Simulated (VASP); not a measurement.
# Re3Hg (Pm-3m) in VASP: relaxation of cell and atoms with PBE

Aim: the relaxation of cell and atoms of Re3Hg with PBE.

All numbers are computed with VASP 6.6.1; they aren't measurements. Logs are shortened: lines on timing, memory, paths and dates and some standing lists are left out, and cuts for length are marked.

## 1. The cell of the first run

The structure is cubic, space group Pm-3m (No. 221). Conventional cell: a = 4.053 Å, b = 4.053 Å, c = 4.053 Å, α = 90.00°, β = 90.00°, γ = 90.00°. Within 3.8 Å of Re (site symmetry 4/mmm) lie 8 Re at 2.87 Å and 4 Hg at 2.87 Å. Within 3.8 Å of Hg (site symmetry m-3m) lie 12 Re at 2.87 Å.

## 2. Relaxation of cell and atoms, PBE

INCAR reads:

```
SYSTEM = Re3Hg
  PREC = Accurate
  ENCUT = 560
  EDIFF = 1E-7
  ISMEAR = 0
  SIGMA = 0.1
  LREAL = .False.
  LASPH = .True.
  NELM = 120
  ALGO = Normal
  ISIF = 3
  LWAVE = .False.
  LCHARG = .False.
  GGA = PE
  IBRION = 2
  NSW = 90
  EDIFFG = -0.04
  GGA_COMPAT = .False.
  NELMIN = 4
```

KPOINTS reads:

```
regular mesh
0
Gamma
  4 4 4
  0 0 0
```

POSCAR reads:

```
Re3Hg
1.0
    4.0534715280      0.0000000000      0.0000000000
    0.0000000000      4.0534715280      0.0000000000
    0.0000000000      0.0000000000      4.0534715280
Re Hg
3 1
Direct
    0.0000000000      0.5000000000      0.5000000000
    0.5000000000      0.0000000000      0.5000000000
    0.5000000000      0.5000000000      0.0000000000
    0.0000000000      0.0000000000      0.0000000000
```

Potentials or basis: VASP PAW PBE potentials, release 64 (Re_sv_GW, Hg_sv_GW).

The run is started by

```console
cat potpaw_PBE.64/Re_sv_GW/POTCAR potpaw_PBE.64/Hg_sv_GW/POTCAR > POTCAR
mpirun -np 1 vasp_std > vasp.out
```

OUTCAR:

```text
SYSTEM = Re3Hg
   PREC = Accurate
   ENCUT = 560
   EDIFF = 1E-7
   ISMEAR = 0
   LREAL = .False.
   LASPH = .True.
   NELM = 120
   ISIF = 3
   GGA = PE
   IBRION = 2
   NSW = 90
   EDIFFG = -0.04
   NELMIN = 4

 ion  position               nearest neighbor table
   1  0.000  0.500  0.500-   2 2.87   3 2.87   4 2.87   3 2.87   4 2.87   2 2.87   4 2.87   4 2.87
                             2 2.87   3 2.87   3 2.87   2 2.87
   2  0.500  0.000  0.500-   1 2.87   3 2.87   4 2.87   3 2.87   4 2.87   1 2.87   3 2.87   3 2.87
                             1 2.87   4 2.87   4 2.87   1 2.87
   3  0.500  0.500  0.000-   1 2.87   2 2.87   4 2.87   1 2.87   2 2.87   2 2.87   4 2.87   2 2.87
                             1 2.87   4 2.87   1 2.87   4 2.87
   4  0.000  0.000  0.000-   1 2.87   2 2.87   3 2.87   1 2.87   2 2.87   1 2.87   3 2.87   1 2.87
                             2 2.87   3 2.87   2 2.87   3 2.87

  LATTYP: Found a simple cubic cell.
 ALAT       =     4.0534715280

  Lattice vectors:

 A1 = (   4.0534715280,   0.0000000000,   0.0000000000)
 A2 = (   0.0000000000,   4.0534715280,   0.0000000000)
 A3 = (   0.0000000000,   0.0000000000,   4.0534715280)

Analysis of symmetry for initial positions (statically):
=====================================================================
 Subroutine PRICEL returns:
 Original cell was already a primitive cell.

 Routine SETGRP: Setting up the symmetry group for a
 simple cubic supercell.

 Subroutine GETGRP returns: Found 48 space group operations
 (whereof 48 operations were pure point group operations)
 out of a pool of 48 trial point group operations.

The static configuration has the point symmetry O_h .

Analysis of symmetry for dynamics (positions and initial velocities):
=====================================================================
 Subroutine PRICEL returns:
 Original cell was already a primitive cell.

 Routine SETGRP: Setting up the symmetry group for a
 simple cubic supercell.

 Subroutine GETGRP returns: Found 48 space group operations
 (whereof 48 operations were pure point group operations)
 out of a pool of 48 trial point group operations.

The dynamic configuration has the point symmetry O_h .

 Subroutine INISYM returns: Found 48 space group operations
 (whereof 48 operations are pure point group operations),
 and found     1 'primitive' translations

----------------------------------------------------------------------------------------

                                     Primitive cell

  volume of cell :      66.6011

  direct lattice vectors                    reciprocal lattice vectors
     4.053471528  0.000000000  0.000000000     0.246702115  0.000000000  0.000000000
     0.000000000  4.053471528  0.000000000     0.000000000  0.246702115  0.000000000
     0.000000000  0.000000000  4.053471528     0.000000000  0.000000000  0.246702115

  length of vectors
     4.053471528  4.053471528  4.053471528     0.246702115  0.246702115  0.246702115

  position of ions in fractional coordinates (direct lattice)
     0.000000000  0.500000000  0.500000000
     0.500000000  0.000000000  0.500000000
     0.500000000  0.500000000  0.000000000
     0.000000000  0.000000000  0.000000000

  ion indices of the primitive-cell ions
   primitive index   ion index
                 1           1
                 2           2
                 3           3
                 4           4

----------------------------------------------------------------------------------------

 KPOINTS: regular mesh

Automatic generation of k-mesh.
 Grid dimensions read from file:
 generate k-points for:    4    4    4

 Generating k-lattice:

  Cartesian coordinates                     Fractional coordinates (reciprocal lattice)
     0.061675529  0.000000000  0.000000000     0.250000000  0.000000000  0.000000000
     0.000000000  0.061675529  0.000000000     0.000000000  0.250000000  0.000000000
     0.000000000  0.000000000  0.061675529     0.000000000  0.000000000  0.250000000

  Length of vectors
     0.061675529  0.061675529  0.061675529

  Shift w.r.t. Gamma in fractional coordinates (k-lattice)
     0.000000000  0.000000000  0.000000000

 Subroutine IBZKPT returns following result:
 ===========================================

 Found     10 irreducible k-points:

 Following reciprocal coordinates:
            Coordinates               Weight
  0.000000  0.000000  0.000000      1.000000
  0.250000  0.000000  0.000000      6.000000
  0.500000  0.000000  0.000000      3.000000
  0.250000  0.250000  0.000000     12.000000
  0.500000  0.250000  0.000000     12.000000
  0.500000  0.500000  0.000000      3.000000
  0.250000  0.250000  0.250000      8.000000
  0.500000  0.250000  0.250000     12.000000
  0.500000  0.500000  0.250000      6.000000
  0.500000  0.500000  0.500000      1.000000
   k-points           NKPTS =     10   k-points in BZ     NKDIM =     10   number of bands    NBANDS=     39
   number of dos      NEDOS =    301   number of ions     NIONS =      4
   total plane-waves  NPLWV =  32768
   dimension x,y,z NGX =    32 NGY =   32 NGZ =   32
   dimension x,y,z NGXF=    64 NGYF=   64 NGZF=   64
   ions per type =               3   1
   NGX,Y,Z   is equivalent  to a cutoff of  13.12, 13.12, 13.12 a.u.
   NGXF,Y,Z  is equivalent  to a cutoff of  26.25, 26.25, 26.25 a.u.
 SYSTEM =  Re3Hg
   PREC   = accura    normal or accurate (medium, high low for compatibility)
   ISTART =      0    job   : 0-new  1-cont  2-samecut
   ICHARG =      2    charge: 1-file 2-atom 10-const
   ISPIN  =      1    spin polarized calculation?
   LNONCOLLINEAR =      F non collinear calculations
   LSORBIT =      F    spin-orbit coupling
   LASPH  =      T    aspherical Exc in radial PAW
   ENCUT  =  560.0 eV  41.16 Ry    6.42 a.u.   7.82  7.82  7.82*2*pi/ulx,y,z
   NELM   =    120;   NELMIN=  4; NELMDL= -5     # of ELM steps
   EDIFF  = 0.1E-06   stopping-criterion for ELM
   LREAL  =      F    real-space projection
   EDIFFG = -.4E-01   stopping-criterion for IOM
   NSW    =     90    number of steps for IOM
   IBRION =      2    ionic relax: 0-MD 1-quasi-New 2-CG
   NFREE  =      1    steps in history (QN), initial steepest desc. (CG)
   ISIF   =      3    stress and relaxation
   ISYM   =      2    0-nonsym 1-usesym 2-fastsym
   POTIM  = 0.5000    time-step for ionic-motion
   TEBEG  =    0.0;   TEEND  =   0.0 temperature during run
   PSTRESS=    0.0 pullay stress
   NELECT =      65.0000    total number of electrons
   NUPDOWN=      -1.0000    fix difference up-down
   EMIN   =  10.00;   EMAX   =-10.00  energy-range for DOS
   EFERMI =   0.00;   METHOD = LEGACY
   ISMEAR =     0;   SIGMA  =   0.10  broadening in eV -4-tet -1-fermi 0-gaus
   EFERMI_NEDOS =   21; number of points for ismear=-14 and -15
   IALGO  =     38    algorithm
   IMIX   =      4    mixing-type and parameters
     AMIX     =   0.40;   BMIX     =  1.00
     AMIX_MAG =   1.60;   BMIX_MAG =  1.00
  volume/ion in A,a.u.               =      16.65       112.36
  Fermi-wavevector in a.u.,A,eV,Ry     =   1.623873  3.068676 35.878083  2.636965
  Thomas-Fermi vector in A             =   2.717252
   LORBIT       =      0    0 simple, 1 ext, 2 COOP (PROOUT), +10 PAW based schemes
   GGA     = PE    functional components
   LHFCALC =     F    Hartree Fock is set to
   AEXX    =    0.0000 exact exchange contribution
   IVDW    =     0    specifies the selected vdW correction
   LEPSILON=     F    determine dielectric tensor
   LRPA    =     F    only Hartree local field effects (RPA)
 conjugate gradient relaxation of ions
 non-spin polarized calculation
 Gauss-broadening in eV      SIGMA  =   0.10
  energy-cutoff  :      560.00
  volume of cell :       66.60
 maximum number of plane-waves:      2016
 NGX is ok and might be reduce to    32
   NGX = 15   NGY = 15   NGZ = 15

--------------------------------------- Ionic step        1  -------------------------------------------

 number of electron      64.9999994 magnetization

 Free energy of the ion-electron system (eV)
  ---------------------------------------------------
  ext. energy  EPLUGINS =         0.00000000
  ---------------------------------------------------
  free energy    TOTEN  =       -39.02629728 eV

  energy without entropy =      -39.00445019  energy(sigma->0) =      -39.01537374

------------------------ aborting loop because EDIFF is reached ----------------------------------------

  FORCE on cell =-STRESS in cart. coord.  units (eV):
  Direction    XX          YY          ZZ          XY          YZ          ZX
  --------------------------------------------------------------------------------------
  -------------------------------------------------------------------------------------
  Total       -5.5355182     -5.5355182     -5.5355182      0.0000000      0.0000000     -0.0000000
  in kB     -133.1642014   -133.1642014   -133.1642014      0.0000000      0.0000000     -0.0000000
  external PRESSURE =    -133.1642014 kB  Pullay stress =       0.0000000 kB

 VOLUME and BASIS-vectors are now :
 -----------------------------------------------------------------------------
  energy-cutoff  :      560.00
  volume of cell :       66.60
      direct lattice vectors                 reciprocal lattice vectors
     4.053471528  0.000000000  0.000000000     0.246702115  0.000000000  0.000000000
     0.000000000  4.053471528  0.000000000     0.000000000  0.246702115  0.000000000
     0.000000000  0.000000000  4.053471528     0.000000000  0.000000000  0.246702115
[... 77 lines left out ...]
 POSITION                                       TOTAL-FORCE (eV/Angst)
 -----------------------------------------------------------------------------------
      0.00000      1.99341      1.99341        -0.000000      0.000000      0.000000
      1.99341      0.00000      1.99341         0.000000     -0.000000      0.000000
      1.99341      1.99341      0.00000         0.000000      0.000000      0.000000
      0.00000      0.00000      0.00000         0.000000      0.000000      0.000000
 -----------------------------------------------------------------------------------
    total drift:                                0.000000     -0.000000     -0.000000

  FREE ENERGIE OF THE ION-ELECTRON SYSTEM (eV)
  ---------------------------------------------------
  free  energy   TOTEN  =       -39.1758718083 eV

  energy  without entropy=      -39.1572519014  energy(sigma->0) =      -39.16656185

--------------------------------------- Ionic step        4  -------------------------------------------

 number of electron      65.0000011 magnetization

 Free energy of the ion-electron system (eV)
  ---------------------------------------------------
  ext. energy  EPLUGINS =         0.00000000
  ---------------------------------------------------
  free energy    TOTEN  =       -39.17642776 eV

  energy without entropy =      -39.15802359  energy(sigma->0) =      -39.16722567

 E-fermi :  12.6165     XC(G=0): -13.8265

 val. band max:       12.5738372546   @ k =   0.2500   0.2500   0.0000
 cond. band min:      12.6468889130   @ k =   0.2500   0.0000   0.0000
 fundamental gap:      0.0730516583
 Fermi energy:        12.6164610134

 k-point     1 :       0.0000    0.0000    0.0000
  band No.  band energies     occupation
      1    -104.2902      2.00000
      2     -68.1243      2.00000
      3     -68.0392      2.00000
      4     -68.0392      2.00000
      5     -52.5969      2.00000
      6     -52.5969      2.00000
[... 431 lines left out ...]
 POSITION                                       TOTAL-FORCE (eV/Angst)
 -----------------------------------------------------------------------------------
      0.00000      1.99171      1.99171        -0.000000      0.000000      0.000000
      1.99171      0.00000      1.99171         0.000000     -0.000000      0.000000
      1.99171      1.99171      0.00000         0.000000      0.000000      0.000000
      0.00000      0.00000      0.00000         0.000000      0.000000      0.000000
 -----------------------------------------------------------------------------------
    total drift:                                0.000000     -0.000000     -0.000000

  FREE ENERGIE OF THE ION-ELECTRON SYSTEM (eV)
  ---------------------------------------------------
  free  energy   TOTEN  =       -39.1764277561 eV

  energy  without entropy=      -39.1580235886  energy(sigma->0) =      -39.16722567

 reached required accuracy - stopping structural energy minimisation
```

It took 1.9 min on 1 thread of Intel Xeon Platinum 8375C at 2.90GHz (Ice Lake), shared host; peak memory 0.2 GiB.

What came out:

- Free energy: -39.1764 eV
- Relaxed volume: 15.80 Å³/atom
- Relaxed cell: a = 3.983 Å, b = 3.983 Å, c = 3.983 Å, α = 90.00°, β = 90.00°, γ = 90.00°
- Space group after relaxing (to 0.1 Å): Pm-3m (No. 221)
- Energy gained by relaxing: 37.5 meV/atom
- Ionic steps: 4
- Pressure after relaxing: -0.2 GPa
- Band gap on the k mesh: zero (an odd number of electrons rules out a gap without spin polarisation)

Step by step:
| step | energy change (eV) | largest force (eV/Å) | pressure (GPa) | volume (Å³) |
| --- | --- | --- | --- | --- |
| 1 | 0.0000 | 0.0000 | -13.32 | 66.60 |
| 2 | 1.3857 | 0.0000 | 63.05 | 54.13 |
| 3 | -0.1496 | 0.0000 | -0.91 | 63.37 |
| 4 | -0.1501 | 0.0000 | -0.19 | 63.21 |

Final structure:
```
CELL_PARAMETERS angstrom
3.98342 0.00000 0.00000
0.00000 3.98342 0.00000
0.00000 0.00000 3.98342
ATOMIC_POSITIONS crystal
Re 0.00000 0.50000 0.50000
Re 0.50000 0.00000 0.50000
Re 0.50000 0.50000 0.00000
Hg 0.00000 0.00000 0.00000
```

Caveat: the k points lie up to 0.39 Å⁻¹ apart in the final cell, too coarse for converged energies and pressures of a metal; spin-orbit coupling is left out, which moves the levels of the heavy elements.

The gap in the log of VASP goes by the Fermi energy; the results here count the filled bands.